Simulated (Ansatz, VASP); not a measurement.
Two plane-wave programs on Sc2NF3

```
Sc N F
1.0
     5.35491    0.00000   -0.73900
     0.00000    5.42367    0.00000
    -1.89647    0.00000    5.97032
Sc N F
4 2 6
Direct
  0.07340 0.42936 0.67107
  0.92660 0.92936 0.32893
  0.59725 0.98746 0.67100
  0.40275 0.48746 0.32900
  0.75530 0.70844 0.51059
  0.24470 0.20844 0.48941
  0.92914 0.20857 0.85946
  0.07086 0.70857 0.14054
  0.39106 0.45772 0.99985
  0.60894 0.95772 0.00015
  0.70757 0.20846 0.41485
  0.29243 0.70846 0.58515
```

Alike in both runs: functional PBE; k mesh 6 × 4 × 4; no spin polarisation.

Ansatz relaxed the structure, and its values are those at the end. VASP's run is a single point on that final structure, the one shown.

|  | VASP | Ansatz |
| --- | --- | --- |
| version | VASP 6.6.1 | Ansatz 0.2.0 |
| potentials or method | VASP PAW PBE potentials, release 64 (Sc_sv, N, F), cutoff 520 eV | scalar-relativistic, plane waves, PAW |
| occupations | gaussian, width 0.01 eV | fixed |
| valence electrons in the cell | 96 | 96 |

Ansatz gave:

| Property | Result |
| --- | --- |
| gap on the k mesh at the Fermi level (eV) | 3.03 |
| least direct gap on the mesh (eV) | 3.11 |
| pressure (GPa) | 0.0 |
| rms of the force components (eV/Å) | 0.000 |

Question: What did VASP give for the same quantities?

Answer: gap on the k mesh at the Fermi level (eV): 3.01; least direct gap on the mesh (eV): 3.10; pressure (GPa): 0.6; rms of the force components (eV/Å): 0.024.
